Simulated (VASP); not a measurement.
# LiRh (P-6m2) in VASP: electric field gradients with LDA

Aim: the electric field gradients of LiRh with LDA.

Everything below comes from runs of VASP 6.6.1. Logs are shortened: lines on timing, memory, paths and dates and some standing lists are left out, and cuts for length are marked.

### 1 The cell of the first run

The structure is hexagonal, space group P-6m2 (No. 187). Conventional cell: a = 2.602 Å, b = 2.602 Å, c = 4.258 Å, α = 90.00°, β = 90.00°, γ = 120.00°. Li (site symmetry -6m2) has 6 Li at 2.60 Å and 6 Rh at 2.61 Å within 3.4 Å. Within 3.4 Å of Rh (site symmetry -6m2) lie 6 Rh at 2.60 Å and 6 Li at 2.61 Å.

### 2 Electric field gradients, LDA, collinear spin, ferromagnetic start

The input, INCAR:

```
PREC     = Accurate       # precision mode
ENCUT    = 520            # plane-wave cutoff, eV
EDIFF    = 1E-8           # SCF threshold, eV
ISMEAR   = -1             # smearing method
SIGMA    = 0.05           # smearing width, eV
LREAL    = F              # projectors in reciprocal space
LASPH    = T              # aspherical terms in the spheres
NELM     = 150            # most SCF steps
ALGO     = Normal         # electronic algorithm
ISIF     = 2              # what is computed and relaxed
LWAVE    = F              # write WAVECAR
LCHARG   = F              # write CHGCAR
ISPIN    = 2              # spin polarisation
MAGMOM   = 0 1            # initial moments
LORBIT   = 11             # projections on sites
LMAXMIX  = 4              # l up to which the mixer works
LEFG     = T            
NBANDS   = 20             # bands
```

The input, KPOINTS:

```
regular mesh
0
Gamma
  18 18 10
```

The input, POSCAR:

```
LiRh
1.0
    2.6024602529      0.0000000000      0.0000000000
   -1.3012301264      2.2537966913      0.0000000000
    0.0000000000      0.0000000000      4.2578831251
Li Rh
1 1
Direct
    0.0000000000      0.0000000000      0.5000000000
    0.6666666667      0.3333333333      0.0000000000
```

Potentials or basis: VASP PAW LDA potentials, release 64 (Li_sv, Rh_pv).

Started as:

```sh
$ cat potpaw_LDA.64/Li_sv/POTCAR potpaw_LDA.64/Rh_pv/POTCAR > POTCAR
$ mpirun -np 1 vasp_std > vasp.out
```

OUTCAR:

```text
PREC = Accurate
   ENCUT = 520
   EDIFF = 1E-8
   ISMEAR = -1
   LREAL = F
   LASPH = T
   NELM = 150
   ISIF = 2
   ISPIN = 2
   LORBIT = 11

 ion  position               nearest neighbor table
   1  0.000  0.000  0.500-   2 2.61   2 2.61   2 2.61   2 2.61   2 2.61   2 2.61
   2  0.667  0.333  0.000-   1 2.61   1 2.61   1 2.61   1 2.61   1 2.61   1 2.61

  LATTYP: Found a hexagonal cell.
 ALAT       =     2.6024602529
 C/A-ratio  =     1.6360991951

  Lattice vectors:

 A1 = (   2.6024602529,   0.0000000000,   0.0000000000)
 A2 = (  -1.3012301264,   2.2537966913,   0.0000000000)
 A3 = (   0.0000000000,   0.0000000000,   4.2578831251)

Analysis of symmetry for initial positions (statically):
=====================================================================
 Subroutine PRICEL returns:
 Original cell was already a primitive cell.

 Routine SETGRP: Setting up the symmetry group for a
 hexagonal supercell.

 Subroutine GETGRP returns: Found 12 space group operations
 (whereof 12 operations were pure point group operations)
 out of a pool of 24 trial point group operations.

The static configuration has the point symmetry D_3h.

Analysis of symmetry for dynamics (positions and initial velocities):
=====================================================================
 Subroutine PRICEL returns:
 Original cell was already a primitive cell.

 Routine SETGRP: Setting up the symmetry group for a
 hexagonal supercell.

 Subroutine GETGRP returns: Found 12 space group operations
 (whereof 12 operations were pure point group operations)
 out of a pool of 24 trial point group operations.

The dynamic configuration has the point symmetry D_3h.

Analysis of structural, dynamic, and magnetic symmetry:
=====================================================================
 Subroutine PRICEL returns:
 Original cell was already a primitive cell.

 Routine SETGRP: Setting up the symmetry group for a
 hexagonal supercell.

 Subroutine GETGRP returns: Found 12 space group operations
 (whereof 12 operations were pure point group operations)
 out of a pool of 24 trial point group operations.

[... 164 lines left out ...]
      4     -37.1168      1.00000
      5       0.9045      1.00000
      6       3.2734      1.00000
[... 541 lines left out ...]
     19      28.2734      0.00000
     20      29.9689      0.00000

 [... further k-points ...]

 spin component 2

 k-point     1 :       0.0000    0.0000    0.0000
  band No.  band energies     occupation
      1     -38.4956      1.00000
      2     -38.4239      1.00000
      3     -38.4239      1.00000
      4     -37.1168      1.00000
      5       0.9045      1.00000
      6       3.2733      1.00000
[... 541 lines left out ...]
     19      28.2732      0.00000
     20      29.9689      0.00000

 [... further k-points ...]

------------------------ aborting loop because EDIFF is reached ----------------------------------------

  FORCE on cell =-STRESS in cart. coord.  units (eV):
  Direction    XX          YY          ZZ          XY          YZ          ZX
  --------------------------------------------------------------------------------------
  -------------------------------------------------------------------------------------
  Total        0.0603968      0.0603968      0.0174121      0.0000000     -0.0000000      0.0000000
  in kB        3.8746445      3.8746445      1.1170430      0.0000000     -0.0000000      0.0000000
  external PRESSURE =       2.9554440 kB  Pullay stress =       0.0000000 kB

 VOLUME and BASIS-vectors are now :
 -----------------------------------------------------------------------------
  energy-cutoff  :      520.00
  volume of cell :       24.97
      direct lattice vectors                 reciprocal lattice vectors
     2.602460253  0.000000000  0.000000000     0.384251786  0.221847872  0.000000000
    -1.301230126  2.253796691  0.000000000     0.000000000  0.443695744  0.000000000
     0.000000000  0.000000000  4.257883125     0.000000000  0.000000000  0.234858490

 POSITION                                       TOTAL-FORCE (eV/Angst)
 -----------------------------------------------------------------------------------
      0.00000      0.00000      2.12894         0.000000      0.000000      0.000000
      1.30123      0.75127      0.00000        -0.000000      0.000000      0.000000
 -----------------------------------------------------------------------------------
    total drift:                               -0.000000      0.000000      0.000000

  FREE ENERGIE OF THE ION-ELECTRON SYSTEM (eV)
  ---------------------------------------------------
  free  energy   TOTEN  =       -11.0871494966 eV

  energy  without entropy=      -11.0773328832  energy(sigma->0) =      -11.08224119

 Electric field gradients (V/A^2)
---------------------------------------------------------------------
 ion       V_xx      V_yy      V_zz      V_xy      V_xz      V_yz
---------------------------------------------------------------------
   1       0.901     0.900    -1.802    -0.001    -0.000    -0.000
   2     -15.935   -15.938    31.873    -0.002     0.000     0.000
---------------------------------------------------------------------

 Electric field gradients after diagonalization (V/A^2)
 (convention: |V_zz| > |V_xx| > |V_yy|)
----------------------------------------------------------------------
 ion       V_xx      V_yy      V_zz     asymmetry (V_yy - V_xx)/ V_zz
----------------------------------------------------------------------
   1       0.902     0.900    -1.802       0.001
   2     -15.939   -15.934    31.873       0.000
----------------------------------------------------------------------

           NMR quadrupolar parameters

 Cq : quadrupolar parameter    Cq=e*Q*V_zz/h
 eta: asymmetry parameters     (V_yy - V_xx)/ V_zz
 Q  : nuclear electric quadrupole moment in mb (millibarn)
----------------------------------------------------------------------
 ion       Cq(MHz)       eta       Q (mb)
----------------------------------------------------------------------
   1      -0.004       0.001       1.000
   2       0.077       0.000       1.000
----------------------------------------------------------------------

 total charge

# of ion       s       p       d       tot
------------------------------------------
    1        2.043   0.101   0.000   2.144
    2        0.470   6.244   7.175  13.889
--------------------------------------------------
tot          2.513   6.346   7.175  16.033

 magnetization (x)

# of ion       s       p       d       tot
------------------------------------------
    1        0.000  -0.000   0.000  -0.000
    2        0.000   0.000  -0.000  -0.000
--------------------------------------------------
tot          0.000  -0.000  -0.000  -0.000
```

Run time: 2.4 min. Hardware: 1 thread of Intel Xeon Platinum 8259CL at 2.50GHz (Skylake/Cascade Lake), shared host; peak memory 0.26 GiB.

What came out:

* Free energy: -11.0871 eV
* Band gap on the k mesh: zero (filled and empty bands overlap)
* Net moment: 0.00 μB per cell
* Largest electric field gradient by atom: Li -1.8; Rh +31.9 V/Å²
* Valence electrons inside the program's atomic spheres: Li 2.14; Rh 13.89

Levels at points of the mesh, in eV from the Fermi level:
Spin up:
```
           k point  band 6  band 7  band 8  band 9  band 10  band 11  band 12  band 13
(0.00, 0.00, 0.00)   -3.82   -2.27   -2.27    0.33     0.33     0.67     8.08    17.75
(0.50, 0.00, 0.00)   -3.86   -2.14   -0.45    1.62     1.71     5.17     8.24    10.64
(0.00, 0.00, 0.50)   -2.63   -2.26   -2.26   -1.98     0.29     0.29    12.43    15.38
(0.50, 0.00, 0.50)   -4.02   -0.75   -0.54    1.71     1.77     2.47     8.84     9.02
```
Spin down:
| k point | band 7 | band 8 | band 9 | band 10 | band 11 | band 12 |
| --- | --- | --- | --- | --- | --- | --- |
| (0.00, 0.00, 0.00) | -2.27 | -2.27 | 0.33 | 0.33 | 0.67 | 8.08 |
| (0.50, 0.00, 0.00) | -2.14 | -0.45 | 1.62 | 1.71 | 5.17 | 8.24 |
| (0.00, 0.00, 0.50) | -2.26 | -2.26 | -1.98 | 0.29 | 0.29 | 12.43 |
| (0.50, 0.00, 0.50) | -0.75 | -0.54 | 1.71 | 1.77 | 2.47 | 8.84 |

Electric field gradients, principal values (V/Å²):
```
atom    least   middle  greatest (by size)
1 Li    0.900    0.902              -1.802
2 Rh  -15.934  -15.939              31.873
```

Caveat: the cutoff is under 1.25 times the usual one of these potentials, so pressure, stress and relaxed cells hold a basis-set (Pulay) error; without QUAD_EFG the Cq values of the log hold for a quadrupole moment of 1 mb, not for the nuclei.
